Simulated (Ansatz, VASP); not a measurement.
WC: VASP beside Ansatz

```
W C
1.0
     2.90050    0.00000    0.00000
    -1.45025    2.51191    0.00000
     0.00000    0.00000    2.82900
W C
1 1
Direct
  0.08652 0.06334 0.84093
  0.66667 0.33333 0.50000
```

Alike in both runs: task single point; functional PBE; k mesh 18 × 18 × 16; occupations gaussian, width 0.15 eV; no spin polarisation.

|  | VASP | Ansatz |
| --- | --- | --- |
| version | VASP 6.6.1 | Ansatz 0.2.0 |
| potentials or method | VASP PAW PBE potentials, release 64 (W_sv, C), cutoff 520 eV | scalar-relativistic, plane waves, PAW |
| valence electrons in the cell | 18 | 18 |

```tsv
	VASP	Ansatz	Ansatz less VASP
gap on the k mesh at the Fermi level (eV)	none	none	-
rms of the force components (eV/Å)	6.382	6.319	-0.0624
```

Atom by atom the forces differ by 0.062 eV/Å (rms over components). A gap of «none» marks a metal or a gap that the smearing closes. With one functional, cell and mesh, what is left measures potentials, basis and numerics.

Spin-orbit coupling is off throughout.
